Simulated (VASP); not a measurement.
# WC (P3m1) in VASP: a series of runs

Runs on WC. Level: PBEsol. Tasks: single point.

Program: VASP 6.6.1. These are calculated values, not measurements. Logs are shortened: lines on timing, memory, paths and dates and some standing lists are left out, and cuts for length are marked.

### Step 1. The cell of the first run

Symmetry: P3m1, No. 156, trigonal system. Conventional cell: a = 2.901 Å, b = 2.901 Å, c = 2.829 Å, α = 90.00°, β = 90.00°, γ = 120.00°. W (site symmetry 3m) has 6 C at 2.03 to 2.37 Å within 2.7 Å. Within 2.7 Å of C (site symmetry 3m) lie 6 W at 2.03 to 2.37 Å.

### Step 2. Single point, PBEsol (all W atoms moved +0.263 Å, as atom 1 along Cartesian [0 0 1])

Input file INCAR:

```
SYSTEM = WC
ALGO = Normal
EDIFF = 1E-6
ENCUT = 1300
GGA = PS
GGA_COMPAT = .FALSE.
ISIF = 2
ISMEAR = 0
LASPH = .TRUE.
LCHARG = .TRUE.
LELF = .TRUE.
LREAL = .FALSE.
LVHAR = .TRUE.
LWAVE = .FALSE.
NBANDS = 16
NELM = 120
PREC = Accurate
SIGMA = 0.15
```

Input file KPOINTS:

```
k-points
0
G
  6 6 6
  0 0 0
```

Input file POSCAR:

```
WC
1.0
    2.9005014360      0.0000000000      0.0000000000
   -1.4502507180      2.5119079273      0.0000000000
    0.0000000000      0.0000000000      2.8290000000
W C
1 1
Direct
    0.0000000000      0.0000000000      0.0927889714
    0.6666666667      0.3333333333      0.5000000000
```

Potentials or basis: VASP PAW PBE potentials, release 64 (W_sv, C_h).

Launch:

```console
$ cat potpaw_PBE.64/W_sv/POTCAR potpaw_PBE.64/C_h/POTCAR > POTCAR
$ mpirun -np 1 vasp_std > vasp.out
```

OUTCAR:

```text
SYSTEM = WC
   EDIFF = 1E-6
   ENCUT = 1300
   GGA = PS
   ISIF = 2
   ISMEAR = 0
   LASPH = .TRUE.
   LREAL = .FALSE.
   NELM = 120
   PREC = Accurate

 ion  position               nearest neighbor table
   1  0.000  0.000  0.093-   2 2.03   2 2.03   2 2.03   2 2.37   2 2.37   2 2.37
   2  0.667  0.333  0.500-   1 2.03   1 2.03   1 2.03   1 2.37   1 2.37   1 2.37

  LATTYP: Found a hexagonal cell.
 ALAT       =     2.9005014360
 C/A-ratio  =     0.9753485949

  Lattice vectors:

 A1 = (   2.9005014360,   0.0000000000,   0.0000000000)
 A2 = (  -1.4502507180,   2.5119079273,   0.0000000000)
 A3 = (   0.0000000000,   0.0000000000,   2.8290000000)

Analysis of symmetry for initial positions (statically):
=====================================================================
 Subroutine PRICEL returns:
 Original cell was already a primitive cell.

 Routine SETGRP: Setting up the symmetry group for a
 hexagonal supercell.

 Subroutine GETGRP returns: Found  6 space group operations
 (whereof  6 operations were pure point group operations)
 out of a pool of 24 trial point group operations.

The static configuration has the point symmetry C_3v.

Analysis of symmetry for dynamics (positions and initial velocities):
=====================================================================
 Subroutine PRICEL returns:
 Original cell was already a primitive cell.

 Routine SETGRP: Setting up the symmetry group for a
 hexagonal supercell.

 Subroutine GETGRP returns: Found  6 space group operations
 (whereof  6 operations were pure point group operations)
 out of a pool of 24 trial point group operations.

The dynamic configuration has the point symmetry C_3v.

 Subroutine INISYM returns: Found  6 space group operations
 (whereof  6 operations are pure point group operations),
 and found     1 'primitive' translations

----------------------------------------------------------------------------------------

                                     Primitive cell

  volume of cell :      20.6115

  direct lattice vectors                    reciprocal lattice vectors
     2.900501436  0.000000000  0.000000000     0.344767973  0.199051882  0.000000000
    -1.450250718  2.511907927  0.000000000     0.000000000  0.398103764  0.000000000
     0.000000000  0.000000000  2.829000000     0.000000000  0.000000000  0.353481796

  length of vectors
     2.900501436  2.900501436  2.829000000     0.398103764  0.398103764  0.353481796
[... 80 lines left out ...]
   NELM   =    120;   NELMIN=  2; NELMDL= -5     # of ELM steps
   EDIFF  = 0.1E-05   stopping-criterion for ELM
   LREAL  =      F    real-space projection
   EDIFFG = 0.1E-04   stopping-criterion for IOM
   NSW    =      0    number of steps for IOM
   IBRION =     -1    ionic relax: 0-MD 1-quasi-New 2-CG
   NFREE  =      0    steps in history (QN), initial steepest desc. (CG)
   ISIF   =      2    stress and relaxation
   ISYM   =      2    0-nonsym 1-usesym 2-fastsym
   POTIM  = 0.5000    time-step for ionic-motion
   TEBEG  =    0.0;   TEEND  =   0.0 temperature during run
   PSTRESS=    0.0 pullay stress
   NELECT =      18.0000    total number of electrons
   NUPDOWN=      -1.0000    fix difference up-down
   EMIN   =  10.00;   EMAX   =-10.00  energy-range for DOS
   EFERMI =   0.00;   METHOD = LEGACY
   ISMEAR =     0;   SIGMA  =   0.15  broadening in eV -4-tet -1-fermi 0-gaus
   EFERMI_NEDOS =   21; number of points for ismear=-14 and -15
   IALGO  =     38    algorithm
   IMIX   =      4    mixing-type and parameters
     AMIX     =   0.40;   BMIX     =  1.00
     AMIX_MAG =   1.60;   BMIX_MAG =  1.00
  volume/ion in A,a.u.               =      10.31        69.55
  Fermi-wavevector in a.u.,A,eV,Ry     =   1.564813  2.957068 33.315762  2.448639
  Thomas-Fermi vector in A             =   2.667381
   LORBIT       =      0    0 simple, 1 ext, 2 COOP (PROOUT), +10 PAW based schemes
   GGA     = PS    functional components
   LHFCALC =     F    Hartree Fock is set to
   AEXX    =    0.0000 exact exchange contribution
   IVDW    =     0    specifies the selected vdW correction
   LEPSILON=     F    determine dielectric tensor
   LRPA    =     F    only Hartree local field effects (RPA)
 non-spin polarized calculation
 Gauss-broadening in eV      SIGMA  =   0.15
  energy-cutoff  :     1300.00
  volume of cell :       20.61
 maximum number of plane-waves:      2236
 NGX is ok and might be reduce to    36
   NGX = 17   NGY = 17   NGZ = 17

 number of electron      18.0000000 magnetization

 Free energy of the ion-electron system (eV)
  ---------------------------------------------------
  ext. energy  EPLUGINS =         0.00000000
  ---------------------------------------------------
  free energy    TOTEN  =       -23.38148110 eV

  energy without entropy =      -23.37550239  energy(sigma->0) =      -23.37849175

 E-fermi :  11.5733     XC(G=0): -13.9622

 val. band max:       11.5016876029   @ k =   0.0000   0.0000   0.3333
 cond. band min:      11.6196945506   @ k =   0.1667  -0.0000   0.5000
 fundamental gap:      0.1180069478
 Fermi energy:        11.5732740635

 k-point     1 :       0.0000    0.0000    0.0000
  band No.  band energies     occupation
      1     -62.4364      2.00000
      2     -26.4397      2.00000
      3     -26.3759      2.00000
      4     -26.3759      2.00000
      5      -3.0907      2.00000
      6       6.2919      2.00000
[... 433 lines left out ...]
      3     -26.8113      2.00000
      4     -26.4885      2.00000
      5      -0.0095      2.00000
      6       5.1561      2.00000
[... 8 lines left out ...]
     15      25.2633      0.00000
     16      28.0083      0.00000

 [... further k-points ...]

------------------------ aborting loop because EDIFF is reached ----------------------------------------

  FORCE on cell =-STRESS in cart. coord.  units (eV):
  Direction    XX          YY          ZZ          XY          YZ          ZX
  --------------------------------------------------------------------------------------
  -------------------------------------------------------------------------------------
  Total        1.9119911      1.9119911      2.3150342     -0.0000000      0.0000000      0.0000000
  in kB      148.6232321    148.6232321    179.9526506     -0.0000000      0.0000000      0.0000000
  external PRESSURE =     159.0663716 kB  Pullay stress =       0.0000000 kB

 VOLUME and BASIS-vectors are now :
 -----------------------------------------------------------------------------
  energy-cutoff  :     1300.00
  volume of cell :       20.61
      direct lattice vectors                 reciprocal lattice vectors
     2.900501436  0.000000000  0.000000000     0.344767973  0.199051882  0.000000000
    -1.450250718  2.511907927  0.000000000     0.000000000  0.398103764  0.000000000
     0.000000000  0.000000000  2.829000000     0.000000000  0.000000000  0.353481796

 POSITION                                       TOTAL-FORCE (eV/Angst)
 -----------------------------------------------------------------------------------
      0.00000      0.00000      0.26250         0.000000     -0.000000     -4.311057
      1.45025      0.83730      1.41450        -0.000000      0.000000      4.311057
 -----------------------------------------------------------------------------------
    total drift:                               -0.000000      0.000000      0.000616

  FREE ENERGIE OF THE ION-ELECTRON SYSTEM (eV)
  ---------------------------------------------------
  free  energy   TOTEN  =       -23.3814811050 eV

  energy  without entropy=      -23.3755023919  energy(sigma->0) =      -23.37849175
```

Run time: 26 s. Hardware: 1 thread of AMD EPYC 9R45 (Zen 5), shared host; peak memory 0.21 GiB.

What came out:

- Free energy: -23.3815 eV
- Pressure: 15.9 GPa
- Largest force: 4.311 eV/Å
- Band gap on the k mesh: zero (bands 9 and 10 overlap by 1.59 eV)

Forces in eV/Å, atoms in the order of the input:
```
W    0.000  0.000 -4.311
C    0.000  0.000  4.311
```

Caveat: the k points lie up to 0.42 Å⁻¹ apart, too coarse for converged energies and pressures of a metal; the cell differs from its parent crystal (all W atoms moved +0.263 Å, as atom 1 along Cartesian [0 0 1]); the PAW data sets were made with another functional, which shifts forces and pressure a little; spin-orbit coupling is left out, which moves the levels of the heavy elements.

### Step 3. Single point, PBEsol (all W atoms moved -0.300 Å, as atom 1 along Cartesian [0 0 1])

Input file INCAR:

```
SYSTEM = WC
PREC = Accurate ; ENCUT = 1300
EDIFF = 1E-6 ; ISMEAR = 0
SIGMA = 0.15 ; LREAL = .FALSE.
LASPH = .TRUE. ; NELM = 120
ALGO = Normal ; ISIF = 2
LWAVE = .FALSE. ; LCHARG = .FALSE.
GGA = PS ; NBANDS = 16
GGA_COMPAT = .FALSE.
```

Input file KPOINTS:

```
regular mesh
0
G
  6 6 6
  0 0 0
```

POSCAR: that of step 2 with these lines changed.

```diff
@@ -8,3 +8,3 @@
 Direct
-    0.0000000000      0.0000000000      0.0927889714
+    0.0000000000      0.0000000000     -0.1060445387
     0.6666666667      0.3333333333      0.5000000000
```

Potentials or basis: VASP PAW PBE potentials, release 64 (W_sv, C_h).

Launch:

```console
$ cat potpaw_PBE.64/W_sv/POTCAR potpaw_PBE.64/C_h/POTCAR > POTCAR
$ mpirun -np 1 vasp_std > vasp.out
```

Run time: 20 s. Hardware: 1 thread of Intel Xeon 6975P-C (Granite Rapids), shared host; peak memory 0.24 GiB.

Results (log left out):

```
Free energy            : -23.2058 eV
Pressure               : 20.6 GPa
Largest force          : 5.059 eV/Å
Band gap on the k mesh : zero (bands 9 and 10 overlap by 1.85 eV)
```

Forces in eV/Å, atoms in the order of the input:
```
W    0.000  0.000  5.059
C    0.000  0.000 -5.059
```

Stress tensor (GPa, compression positive):
```
19.62  0.00  0.00
 0.00 19.62  0.00
 0.00  0.00 22.50
```

Levels at points of the mesh, in eV from the Fermi level:
```csv
k point,band 7,band 8,band 9,band 10,band 11,band 12
"(0.00, 0.00, 0.00)",-4.15,-4.15,1.40,2.68,2.68,6.16
"(0.50, 0.00, 0.00)",-4.31,-2.79,-1.58,3.04,4.35,4.50
"(0.00, 0.00, 0.50)",-3.24,-3.24,-0.45,-0.45,4.22,5.10
"(0.50, 0.00, 0.50)",-4.67,-4.02,0.18,4.05,5.19,6.18
```

Caveat: the k points lie up to 0.42 Å⁻¹ apart, too coarse for converged energies and pressures of a metal; the cell differs from its parent crystal (all W atoms moved -0.300 Å, as atom 1 along Cartesian [0 0 1]); the PAW data sets were made with another functional, which shifts forces and pressure a little; spin-orbit coupling is left out, which moves the levels of the heavy elements.

The gap in the log of VASP goes by the Fermi energy; the results here count the filled bands.